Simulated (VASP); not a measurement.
# CdTe (F-43m) in VASP: a series of runs, part 3 of 3

VASP 6.6.1. The steps go on from the part before.

### Step 5. Single point, PBE-based screened hybrid with 75 % exact exchange

File POSCAR:

```
CdTe
1.0
    0.0000000000      3.2799551172      3.2799551172
    3.2799551172      0.0000000000      3.2799551172
    3.2799551172      3.2799551172      0.0000000000
Cd Te
1 1
Direct
    0.0000000000      0.0000000000      0.0000000000
    0.2500000000      0.2500000000      0.2500000000
```

File INCAR.step1:

```
SYSTEM = CdTe
ALGO = Normal
EDIFF = 1E-5
ENCUT = 520
GGA = PE
ISIF = 2
ISMEAR = 0
LASPH = .TRUE.
LCHARG = .FALSE.
LREAL = .FALSE.
LWAVE = .TRUE.
NBANDS = 16
NELM = 60
PREC = Accurate
SIGMA = 0.01
```

File INCAR.step2:

```
SYSTEM = CdTe
AEXX = 0.75
ALGO = Normal
EDIFF = 1E-6
ENCUT = 520
GGA = PE
HFSCREEN = 0.3
ISIF = 2
ISMEAR = 0
ISTART = 1
LASPH = .TRUE.
LCHARG = .FALSE.
LHFCALC = .TRUE.
LREAL = .FALSE.
LWAVE = .FALSE.
NBANDS = 16
NELM = 60
PREC = Accurate
PRECFOCK = Normal
SIGMA = 0.01
```

File KPOINTS:

```
k-points
0
G
  4 4 4
  0 0 0
```

Potentials or basis: VASP PAW PBE potentials, release 64 (Cd, Te).

Launch:

```bash
$ cat potpaw_PBE.64/Cd/POTCAR potpaw_PBE.64/Te/POTCAR > POTCAR
$ cp INCAR.step1 INCAR
$ mpirun -np 1 vasp_std > vasp.out
$ cp INCAR.step2 INCAR
$ mpirun -np 1 vasp_std > vasp.out
```

OUTCAR:

```text
SYSTEM = CdTe
   AEXX = 0.75
   EDIFF = 1E-6
   ENCUT = 520
   GGA = PE
   HFSCREEN = 0.3
   ISIF = 2
   ISMEAR = 0
   ISTART = 1
   LASPH = .TRUE.
   LHFCALC = .TRUE.
   LREAL = .FALSE.
   NELM = 60
   PREC = Accurate
   PRECFOCK = Normal

 ion  position               nearest neighbor table
   1  0.000  0.000  0.000-   2 2.84   2 2.84   2 2.84   2 2.84
   2  0.250  0.250  0.250-   1 2.84   1 2.84   1 2.84   1 2.84

  LATTYP: Found a face centered cubic cell.
 ALAT       =     6.5599102344

  Lattice vectors:

 A1 = (   0.0000000000,   3.2799551172,   3.2799551172)
 A2 = (   3.2799551172,   0.0000000000,   3.2799551172)
 A3 = (   3.2799551172,   3.2799551172,   0.0000000000)

Analysis of symmetry for initial positions (statically):
=====================================================================
 Subroutine PRICEL returns:
 Original cell was already a primitive cell.

 Routine SETGRP: Setting up the symmetry group for a
 face centered cubic supercell.

 Subroutine GETGRP returns: Found 24 space group operations
 (whereof 24 operations were pure point group operations)
 out of a pool of 48 trial point group operations.

The static configuration has the point symmetry T_d .

Analysis of symmetry for dynamics (positions and initial velocities):
=====================================================================
 Subroutine PRICEL returns:
 Original cell was already a primitive cell.

 Routine SETGRP: Setting up the symmetry group for a
 face centered cubic supercell.

 Subroutine GETGRP returns: Found 24 space group operations
 (whereof 24 operations were pure point group operations)
 out of a pool of 48 trial point group operations.

The dynamic configuration has the point symmetry T_d .

 Subroutine INISYM returns: Found 24 space group operations
 (whereof 24 operations are pure point group operations),
 and found     1 'primitive' translations

----------------------------------------------------------------------------------------

                                     Primitive cell

  volume of cell :      70.5722

  direct lattice vectors                    reciprocal lattice vectors
     0.000000000  3.279955117  3.279955117    -0.152441110  0.152441110  0.152441110
     3.279955117  0.000000000  3.279955117     0.152441110 -0.152441110  0.152441110
     3.279955117  3.279955117  0.000000000     0.152441110  0.152441110 -0.152441110

  length of vectors
     4.638557011  4.638557011  4.638557011     0.264035748  0.264035748  0.264035748

  position of ions in fractional coordinates (direct lattice)
     0.000000000  0.000000000  0.000000000
     0.250000000  0.250000000  0.250000000

  ion indices of the primitive-cell ions
   primitive index   ion index
                 1           1
                 2           2

----------------------------------------------------------------------------------------

 KPOINTS: k-points

Automatic generation of k-mesh.
[... 23 lines left out ...]
  0.000000  0.000000  0.000000      1.000000
  0.250000  0.000000  0.000000      8.000000
  0.500000  0.000000  0.000000      4.000000
  0.250000  0.250000  0.000000      6.000000
  0.500000  0.250000  0.000000     24.000000
 -0.250000  0.250000  0.000000     12.000000
  0.500000  0.500000  0.000000      3.000000
 -0.250000  0.500000  0.250000      6.000000
   k-points           NKPTS =      8   k-points in BZ     NKDIM =     64   number of bands    NBANDS=     16
   number of dos      NEDOS =    301   number of ions     NIONS =      2
   total plane-waves  NPLWV =  46656
   dimension x,y,z NGX =    36 NGY =   36 NGZ =   36
   dimension x,y,z NGXF=    72 NGYF=   72 NGZF=   72
   ions per type =               1   1
   NGX,Y,Z   is equivalent  to a cutoff of  12.90, 12.90, 12.90 a.u.
   NGXF,Y,Z  is equivalent  to a cutoff of  25.80, 25.80, 25.80 a.u.
 SYSTEM =  CdTe
   PREC   = accura    normal or accurate (medium, high low for compatibility)
   ISTART =      1    job   : 0-new  1-cont  2-samecut
   ICHARG =      0    charge: 1-file 2-atom 10-const
   ISPIN  =      1    spin polarized calculation?
   LNONCOLLINEAR =      F non collinear calculations
   LSORBIT =      F    spin-orbit coupling
   LASPH  =      T    aspherical Exc in radial PAW
   ENCUT  =  520.0 eV  38.22 Ry    6.18 a.u.   8.62  8.62  8.62*2*pi/ulx,y,z
   NELM   =     60;   NELMIN=  2; NELMDL=  0     # of ELM steps
   EDIFF  = 0.1E-05   stopping-criterion for ELM
   LREAL  =      F    real-space projection
   EDIFFG = 0.1E-04   stopping-criterion for IOM
   NSW    =      0    number of steps for IOM
   IBRION =     -1    ionic relax: 0-MD 1-quasi-New 2-CG
   NFREE  =      0    steps in history (QN), initial steepest desc. (CG)
   ISIF   =      2    stress and relaxation
   ISYM   =      3    0-nonsym 1-usesym 2-fastsym
   POTIM  = 0.5000    time-step for ionic-motion
   TEBEG  =    0.0;   TEEND  =   0.0 temperature during run
   PSTRESS=    0.0 pullay stress
   NELECT =      18.0000    total number of electrons
   NUPDOWN=      -1.0000    fix difference up-down
   EMIN   =  10.00;   EMAX   =-10.00  energy-range for DOS
   EFERMI =   0.00;   METHOD = LEGACY
   ISMEAR =     0;   SIGMA  =   0.01  broadening in eV -4-tet -1-fermi 0-gaus
   EFERMI_NEDOS =   21; number of points for ismear=-14 and -15
   IALGO  =     38    algorithm
   IMIX   =      1    mixing-type and parameters
     AMIX     =   0.40;   BMIX     =  1.00
     AMIX_MAG =   1.60;   BMIX_MAG =  1.00
  volume/ion in A,a.u.               =      35.29       238.12
  Fermi-wavevector in a.u.,A,eV,Ry     =   1.038216  1.961944 14.665621  1.077893
  Thomas-Fermi vector in A             =   2.172690
   LORBIT       =      0    0 simple, 1 ext, 2 COOP (PROOUT), +10 PAW based schemes
   GGA     = PE    functional components
   LHFCALC =     T    Hartree Fock is set to
   PRECFOCK=normal    Normal, Fast or Accurate (Low or Medium for compatibility)
   ENCUT4O =  -1.0   cutoff for four orbital integrals eV
   NKREDX  =     1    reduce k-point grid by
   NKREDY  =     1    reduce k-point grid by
   NKREDZ  =     1    reduce k-point grid by
   AEXX    =    0.7500 exact exchange contribution
   HFSCREEN=    0.3000 screening length (either q_TF or 0.3 A-1)
   HFSCREENC=   0.3000 screening length for correlation (either q_TF or 0.3 A-1)
   ENCUTFOCK=  -1.0 apply spherical cutoff to Coloumb kernel
   IVDW    =     0    specifies the selected vdW correction
   LEPSILON=     F    determine dielectric tensor
   LRPA    =     F    only Hartree local field effects (RPA)
 non-spin polarized calculation
 Gauss-broadening in eV      SIGMA  =   0.01
  energy-cutoff  :      520.00
  volume of cell :       70.57
 maximum number of plane-waves:      1924
 NGX is ok and might be reduce to    36
  NGX = 28; NGY = 28; NGZ = 28

 number of electron      18.0000006 magnetization

 Free energy of the ion-electron system (eV)
  ---------------------------------------------------
  ext. energy  EPLUGINS =         0.00000000
  ---------------------------------------------------
  free energy    TOTEN  =        -8.85648666 eV

  energy without entropy =       -8.85648666  energy(sigma->0) =       -8.85648666

 E-fermi :   0.7523     XC(G=0):  -4.6873

 val. band max:        0.6421904255   @ k =   0.0000   0.0000   0.0000
 cond. band min:       3.1742853126   @ k =   0.0000   0.0000   0.0000
 fundamental gap:      2.5320948871
 Fermi energy:         0.7523355376

 k-point     1 :       0.0000    0.0000    0.0000
  band No.  band energies     occupation
      1     -12.6981      2.00000
      2     -11.1502      2.00000
      3     -11.1502      2.00000
      4     -11.1502      2.00000
      5     -10.9052      2.00000
      6     -10.9052      2.00000
[... 129 lines left out ...]
      3     -11.0326      2.00000
      4     -10.9306      2.00000
      5     -10.9020      2.00000
      6      -9.8367      2.00000
[... 8 lines left out ...]
     15      14.4697      0.00000
     16      14.5245      0.00000

------------------------ aborting loop because EDIFF is reached ----------------------------------------

  FORCE on cell =-STRESS in cart. coord.  units (eV):
  Direction    XX          YY          ZZ          XY          YZ          ZX
  --------------------------------------------------------------------------------------
  -------------------------------------------------------------------------------------
  Total       -0.5986041     -0.5986041     -0.5986041     -0.0000000      0.0000000     -0.0000000
  in kB      -13.5899103    -13.5899103    -13.5899103     -0.0000000      0.0000000     -0.0000000
  external PRESSURE =     -13.5899103 kB  Pullay stress =       0.0000000 kB

 VOLUME and BASIS-vectors are now :
 -----------------------------------------------------------------------------
  energy-cutoff  :      520.00
  volume of cell :       70.57
      direct lattice vectors                 reciprocal lattice vectors
     0.000000000  3.279955117  3.279955117    -0.152441110  0.152441110  0.152441110
     3.279955117  0.000000000  3.279955117     0.152441110 -0.152441110  0.152441110
     3.279955117  3.279955117  0.000000000     0.152441110  0.152441110 -0.152441110

 POSITION                                       TOTAL-FORCE (eV/Angst)
 -----------------------------------------------------------------------------------
      0.00000      0.00000      0.00000         0.000000      0.000000      0.000000
      1.63998      1.63998      1.63998        -0.000000     -0.000000     -0.000000
 -----------------------------------------------------------------------------------
    total drift:                                0.000012      0.000003      0.000004

  FREE ENERGIE OF THE ION-ELECTRON SYSTEM (eV)
  ---------------------------------------------------
  free  energy   TOTEN  =        -8.8564866599 eV

  energy  without entropy=       -8.8564866599  energy(sigma->0) =       -8.85648666
```

Run time: 25 min. Hardware: 1 thread of AMD EPYC 7R43 (Zen 3), shared host; peak memory 0.28 GiB.

What came out:

```
Free energy            : -8.8565 eV
Pressure               : -1.4 GPa
Band gap on the k mesh : 2.53 eV
```

Levels at points of the mesh, in eV from the valence-band top:
```csv
k point,band 5,band 6,band 7,band 8,band 9,band 10,band 11,band 12,band 13,band 14
"(0.00, 0.00, 0.00)",-11.55,-11.55,0.00,0.00,0.00,2.53,6.84,6.84,6.84,10.05
"(0.50, 0.00, 0.00)",-11.54,-10.83,-4.76,-0.81,-0.81,3.75,7.36,7.36,9.19,11.23
"(0.50, 0.50, 0.00)",-11.52,-10.54,-4.62,-1.98,-1.98,4.28,4.71,11.44,12.04,12.04
```

Caveat: the PAW data sets were made with another functional, which shifts forces and pressure a little; spin-orbit coupling is left out, which moves the levels of the heavy elements.

### Step 6. Single point, HSE06

POSCAR is that of step 5.

File INCAR.step1:

```
PREC = Accurate
ENCUT = 520
EDIFF = 1E-5
ISMEAR = 0
SIGMA = 0.01
LREAL = False
LASPH = True
NELM = 80
ALGO = Normal
ISIF = 2
LWAVE = True
GGA = PE
NBANDS = 16
```

File INCAR.step2:

```
PREC = Accurate
ENCUT = 520
EDIFF = 1E-7
ISMEAR = 0
SIGMA = 0.01
LREAL = False
LASPH = True
NELM = 80
ALGO = Normal
ISIF = 2
LWAVE = False
LCHARG = True
GGA = PE
LHFCALC = True
HFSCREEN = 0.2079
PRECFOCK = Normal
LELF = True
LVHAR = True
ISTART = 1
NBANDS = 16
```

File KPOINTS:

```
regular mesh
0
Gamma
  4 4 4
```

Potentials or basis: VASP PAW PBE potentials, release 64 (Cd, Te).

Launch:

```bash
$ cat potpaw_PBE.64/Cd/POTCAR potpaw_PBE.64/Te/POTCAR > POTCAR
$ cp INCAR.step1 INCAR
$ mpirun -np 1 vasp_std > vasp.out
$ cp INCAR.step2 INCAR
$ mpirun -np 1 vasp_std > vasp.out
```

Wall time 27 min (1 thread of AMD EPYC 7R43 (Zen 3), shared host); peak memory 0.28 GiB.

Results (log left out):

* Free energy: -5.9942 eV
* Pressure: 0.2 GPa
* Band gap on the k mesh: 1.44 eV

Levels at points of the mesh, in eV from the valence-band top:
| k point | band 7 | band 8 | band 9 | band 10 | band 11 | band 12 |
| --- | --- | --- | --- | --- | --- | --- |
| (0.00, 0.00, 0.00) | 0.00 | 0.00 | 0.00 | 1.44 | 5.49 | 5.49 |
| (0.50, 0.00, 0.00) | -4.52 | -0.77 | -0.77 | 2.58 | 6.06 | 6.06 |
| (0.50, 0.50, 0.00) | -4.41 | -1.87 | -1.87 | 3.35 | 3.47 | 9.77 |

Caveat: the PAW data sets were made with another functional, which shifts forces and pressure a little; spin-orbit coupling is left out, which moves the levels of the heavy elements.

### Step 7. Overview

```tsv
level	grid for exact exchange (PRECFOCK)	share of exact exchange	screening parameter	gap on the mesh (eV)	pressure (GPa)
PBE	-	-	-	0.65	1.3
HSE06	Normal	0.25	0.2079 1/Å	1.44	0.2
PBE-based screened hybrid with 15 % exact exchange	Normal	0.15	0.2078 1/Å	1.11	0.7
PBE-based screened hybrid with 75 % exact exchange	Normal	0.75	0.3 1/Å	2.53	-1.4
```

Alike in all rows: task single point; potentials or basis VASP PAW PBE potentials, release 64 (Cd, Te); no spin polarisation; cell as given; k mesh 4 × 4 × 4; cutoff (eV) 520; smearing gaussian 0.01 eV.

On the cell as given the gap runs from 0.65 eV (PBE) to 2.53 eV (PBE-based screened hybrid with 75 % exact exchange). The pressure there spans -1.4 GPa (PBE-based screened hybrid with 75 % exact exchange) to 1.3 GPa (PBE); a positive pressure means that this level wants a larger cell, a negative one a smaller.

Caveats: spin-orbit coupling is left out, which moves the levels of the heavy elements; the PAW data sets were made with another functional, which shifts forces and pressure a little (at least some runs).

Total energies depend on the potentials used, so only differences within one code and one set of settings carry meaning.
